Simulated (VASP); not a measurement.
# SnSe2: single point with HSE06

SnSe2:

```
Sn Se
1.0
     3.81100    0.00000    0.00000
    -1.90550    3.30042    0.00000
     0.00000    0.00000    6.13600
Sn Se
1 2
Direct
  0.00000 0.00000 0.00000
  0.66667 0.33333 0.75100
  0.33333 0.66667 0.24900
```

```
Program             : VASP 6.6.1
Task                : single point
Functional          : HSE06
Potentials or basis : VASP PAW PBE potentials, release 64 (Sn_d, Se)
Cutoff              : 520 eV
k mesh              : 5 × 5 × 3
Occupations         : fermi-dirac, width 0.05 eV
Spin                : no spin polarisation
```

```json
{"Pressure": "2.7 GPa", "Largest force": "0.289 eV/Å", "Band gap on the k mesh": "1.53 eV (least direct gap 1.92 eV)"}
```

Forces on the atoms (eV/Å):
```
Sn   0.000  0.000  0.000
Se   0.000  0.000 -0.289
Se   0.000  0.000  0.289
```

Stress tensor (GPa, compression positive):
```
2.29 0.00 0.00
0.00 2.29 0.00
0.00 0.00 3.59
```

Levels at points of the mesh, in eV from the valence-band top:
```csv
k point,band 9,band 10,band 11,band 12,band 13,band 14,band 15,band 16,band 17,band 18
"(0.00, 0.00, 0.00)",-0.72,-0.72,-0.36,-0.36,0.00,1.92,3.82,5.63,5.63,9.16
```

Run time: 82 min on 1 thread of AMD EPYC 7R13, on a shared host, peak memory 0.29 GiB.

Caveat: the PAW data sets were made with another functional, which shifts forces and pressure a little; spin-orbit coupling is left out, which moves the levels of the heavy elements; an odd mesh through Γ misses points on the zone boundary, where band edges can lie; this functional lacks dispersion, which binds the layers, so the pressure and a relaxed spacing across them are unreliable.
